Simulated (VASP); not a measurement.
# CdS (Fm-3m) in VASP: notebook, part 2 of 2

VASP 6.6.1.

**5. Relaxation of cell and atoms, r2SCAN, target pressure 4 GPa, at which the enthalpy is minimised**

This run uses another cell than the first one, of 20.28 Å³/atom.

Input file POSCAR:

```
CdS
1.0
    0.0000000000      2.7268811899      2.7268811899
    2.7268811899      0.0000000000      2.7268811899
    2.7268811899      2.7268811899      0.0000000000
Cd S
1 1
Direct
    0.0000000000      0.0000000000      0.0000000000
    0.5000000000      0.5000000000      0.5000000000
```

Input file INCAR.step1:

```
  ALGO = Normal
  EDIFF = 1E-4
  ENCUT = 600
  GGA = PE
  ISMEAR = 0
  LASPH = T
  LCHARG = F
  LREAL = F
  LWAVE = T
  NELM = 100
  PREC = Accurate
  SIGMA = 0.01
```

Input file INCAR.step2:

```
  ALGO = Normal
  EDIFF = 1E-6
  EDIFFG = -0.002
  ENCUT = 600
  IBRION = 2
  ISIF = 3
  ISMEAR = 0
  ISTART = 1
  LASPH = T
  LCHARG = F
  LMIXTAU = T
  LREAL = F
  LWAVE = F
  METAGGA = R2SCAN
  NELM = 100
  NSW = 100
  PREC = Accurate
  PSTRESS = 40.0
  SIGMA = 0.01
```

Input file KPOINTS:

```
k-points
0
Gamma
  8 8 8
```

Potentials or basis: VASP PAW PBE potentials, release 64 (Cd, S).

Run with:

```
$ cat potpaw_PBE.64/Cd/POTCAR potpaw_PBE.64/S/POTCAR > POTCAR
$ cp INCAR.step1 INCAR
$ mpirun -np 1 vasp_std > vasp.out
$ cp INCAR.step2 INCAR
$ mpirun -np 1 vasp_std > vasp.out
```

OUTCAR:

```text
EDIFF = 1E-6
   EDIFFG = -0.002
   ENCUT = 600
   IBRION = 2
   ISIF = 3
   ISMEAR = 0
   ISTART = 1
   LASPH = T
   LREAL = F
   METAGGA = R2SCAN
   NELM = 100
   NSW = 100
   PREC = Accurate
   PSTRESS = 40.0

 ion  position               nearest neighbor table
   1  0.000  0.000  0.000-   2 2.73   2 2.73   2 2.73   2 2.73   2 2.73   2 2.73
   2  0.500  0.500  0.500-   1 2.73   1 2.73   1 2.73   1 2.73   1 2.73   1 2.73

  LATTYP: Found a face centered cubic cell.
 ALAT       =     5.4537623798

  Lattice vectors:

 A1 = (   0.0000000000,   2.7268811899,   2.7268811899)
 A2 = (   2.7268811899,   0.0000000000,   2.7268811899)
 A3 = (   2.7268811899,   2.7268811899,   0.0000000000)

Analysis of symmetry for initial positions (statically):
=====================================================================
 Subroutine PRICEL returns:
[... 268 lines left out ...]
      2      -4.7990      2.00000
      3      -4.7990      2.00000
      4      -4.7965      2.00000
      5      -4.7965      2.00000
      6      -4.7965      2.00000
      7       2.2917      2.00000
      8       2.2917      2.00000
      9       2.2917      2.00000
     10       4.9315      0.00000
     11      12.8866      0.00000
     12      12.8866      0.00000
     13      12.8866      0.00000
[... 354 lines left out ...]
  band No.  band energies     occupation
      1      -9.2699      2.00000
      2      -5.0835      2.00000
      3      -4.9271      2.00000
      4      -4.8708      2.00000
      5      -4.5529      2.00000
      6      -4.4451      2.00000
      7      -1.5767      2.00000
      8       1.1861      2.00000
      9       2.1365      2.00000
     10       7.7009      0.00000
     11       8.8336      0.00000
     12      11.2372      0.00000
     13      12.0591      0.00000

 [... further k-points ...]

------------------------ aborting loop because EDIFF is reached ----------------------------------------

  FORCE on cell =-STRESS in cart. coord.  units (eV):
  Direction    XX          YY          ZZ          XY          YZ          ZX
  --------------------------------------------------------------------------------------
  -------------------------------------------------------------------------------------
  Total        0.9739877      0.9739877      0.9739877     -0.0000000     -0.0000000      0.0000000
  in kB       39.9985135     39.9985135     39.9985135     -0.0000000     -0.0000000      0.0000000
  external PRESSURE =      -0.0014865 kB  Pullay stress =      40.0000000 kB
[... 21 lines left out ...]
  energy  without entropy=      -29.5039819354  energy(sigma->0) =      -29.50398194

  enthalpy is  TOTEN    =       -28.5299579922 eV   P V=        0.9740239432

 reached required accuracy - stopping structural energy minimisation
```

OUTCAR.step1:

```text
EDIFF = 1E-4
   ENCUT = 600
   GGA = PE
   ISMEAR = 0
   LASPH = T
[... 604 lines left out ...]
 -----------------------------------------------------------------------------------
      0.00000      0.00000      0.00000         0.000000      0.000000      0.000000
      2.72688      2.72688      2.72688        -0.000000     -0.000000     -0.000000
 -----------------------------------------------------------------------------------
    total drift:                                0.000000     -0.000000     -0.000000

  FREE ENERGIE OF THE ION-ELECTRON SYSTEM (eV)
  ---------------------------------------------------
  free  energy   TOTEN  =        -5.8688044935 eV

  energy  without entropy=       -5.8688044935  energy(sigma->0) =       -5.86880449
```

Wall time 3.5 min (1 thread of Intel Xeon 8259CL, shared host); peak memory 0.21 GiB.

What came out:

| Item | Value |
| --- | --- |
| Free energy | -29.5040 eV |
| Relaxed volume | 19.51 Å³/atom |
| Relaxed cell | a = 3.807 Å, b = 3.807 Å, c = 3.807 Å, α = 60.00°, β = 60.00°, γ = 60.00° |
| Space group after relaxing (to 0.1 Å) | Fm-3m (No. 225) |
| Energy change on relaxing (the run minimises the enthalpy) | +10.3 meV/atom |
| Ionic steps | 3 |
| Pressure after relaxing | 4.0 GPa |
| Band gap on the k mesh | 0.73 eV (least direct gap 2.64 eV) |

The path:
```tsv
step	energy change (eV)	largest force (eV/Å)	pressure (GPa)	volume (Å³)
1	0.0000	0.0000	0.42	40.55
2	0.0565	0.0000	6.97	37.95
3	0.0206	0.0000	4.00	39.01
```

Final structure:
```
Cd S
1.0
     0.00000    2.69193    2.69193
     2.69193    0.00000    2.69193
     2.69193    2.69193    0.00000
Cd S
1 1
Direct
  0.00000 0.00000 0.00000
  0.50000 0.50000 0.50000
```

Caveat: the cell is relaxed towards a set pressure, so the run minimises the enthalpy, not the energy; the PAW data sets were made with another functional, which shifts forces and pressure a little.

**6. Relaxation of cell and atoms, r2SCAN, target pressure 7 GPa, at which the enthalpy is minimised**

This run uses another cell than the first one, of 20.28 Å³/atom.

POSCAR is that of step 5.

Input file INCAR.step1:

```
  PREC = Accurate
  ENCUT = 600
  ISMEAR = 0
  SIGMA = 0.01
  LREAL = F
  LASPH = T
  NELM = 100
  GGA = PE
  ALGO = Normal
  EDIFF = 1E-4
  LWAVE = T
  LCHARG = F
```

Input file INCAR.step2:

```
  PREC = Accurate
  ENCUT = 600
  EDIFF = 1E-6
  ISMEAR = 0
  SIGMA = 0.01
  LREAL = F
  LASPH = T
  NELM = 100
  ALGO = Normal
  ISIF = 3
  LWAVE = F
  LCHARG = F
  METAGGA = R2SCAN
  LMIXTAU = T
  IBRION = 2
  NSW = 100
  EDIFFG = -0.002
  PSTRESS = 70.0
  ISTART = 1
```

Input file KPOINTS:

```
Automatic mesh
0
Gamma
  8 8 8
```

Potentials or basis: VASP PAW PBE potentials, release 64 (Cd, S).

Run with:

```
$ cat potpaw_PBE.64/Cd/POTCAR potpaw_PBE.64/S/POTCAR > POTCAR
$ cp INCAR.step1 INCAR
$ mpirun -np 1 vasp_std > vasp.out
$ cp INCAR.step2 INCAR
$ mpirun -np 1 vasp_std > vasp.out
```

It took 6.3 min on 1 thread of Intel Xeon 8259CL, shared host; peak memory 0.21 GiB.

It converged, with:

* Free energy: -29.4673 eV
* Relaxed volume: 18.97 Å³/atom
* Relaxed cell: a = 3.772 Å, b = 3.772 Å, c = 3.772 Å, α = 60.00°, β = 60.00°, γ = 60.00°
* Space group after relaxing (to 0.1 Å): Fm-3m (No. 225)
* Energy change on relaxing (the run minimises the enthalpy): +28.6 meV/atom
* Ionic steps: 6
* Pressure after relaxing: 7.0 GPa
* Band gap on the k mesh: 0.72 eV (least direct gap 2.86 eV)

The path:
```tsv
step	energy change (eV)	largest force (eV/Å)	pressure (GPa)	volume (Å³)
1	0.0000	0.0000	0.42	40.55
2	0.1924	0.0000	14.25	35.86
3	0.0566	0.0000	6.94	37.95
4	0.0588	0.0000	7.11	37.90
5	0.0560	0.0000	6.91	37.97
6	0.0573	0.0000	7.00	37.94
```

Final structure:
```
Cd S
1.0
     0.00000    2.66694    2.66694
     2.66694    0.00000    2.66694
     2.66694    2.66694    0.00000
Cd S
1 1
Direct
  0.00000 0.00000 0.00000
  0.50000 0.50000 0.50000
```

Levels at points of the mesh, in eV from the valence-band top:
| k point | band 6 | band 7 | band 8 | band 9 | band 10 | band 11 | band 12 | band 13 |
| --- | --- | --- | --- | --- | --- | --- | --- | --- |
| (0.00, 0.00, 0.00) | -8.02 | -0.93 | -0.93 | -0.93 | 1.93 | 9.74 | 9.74 | 9.74 |
| (0.50, 0.00, 0.00) | -7.77 | -5.26 | 0.00 | 0.00 | 3.99 | 6.40 | 6.40 | 8.21 |
| (0.50, 0.50, 0.00) | -6.81 | -4.84 | -2.50 | -2.50 | 0.72 | 6.31 | 11.26 | 12.83 |

Caveat: the cell is relaxed towards a set pressure, so the run minimises the enthalpy, not the energy; the PAW data sets were made with another functional, which shifts forces and pressure a little.

**7. The runs side by side**

| task | cell | cutoff (eV) | gap on the mesh (eV) | pressure (GPa) |
| --- | --- | --- | --- | --- |
| single point | a = 3.841 Å, angles 60.0°, 2 atoms | 520 | 0.73 | 1.5 |
| relaxation of cell and atoms | relaxed to 1 GPa from a = 3.856 Å, angles 60.0°, 2 atoms | 600 | 0.73 | 1.0 |
| relaxation of cell and atoms | relaxed to 2 GPa from a = 3.856 Å, angles 60.0°, 2 atoms | 600 | 0.73 | 2.0 |
| relaxation of cell and atoms | relaxed to 4 GPa from a = 3.856 Å, angles 60.0°, 2 atoms | 600 | 0.73 | 4.0 |
| relaxation of cell and atoms | relaxed to 7 GPa from a = 3.856 Å, angles 60.0°, 2 atoms | 600 | 0.72 | 7.0 |

Alike in all rows: level r2SCAN; potentials or basis VASP PAW PBE potentials, release 64 (Cd, S); no spin polarisation; k mesh 8 × 8 × 8; smearing gaussian 0.01 eV.

Caveats: the PAW data sets were made with another functional, which shifts forces and pressure a little; the cell is relaxed towards a set pressure, so the run minimises the enthalpy, not the energy (at least some runs).

Total energies depend on the potentials used, so only differences within one code and one set of settings carry meaning.
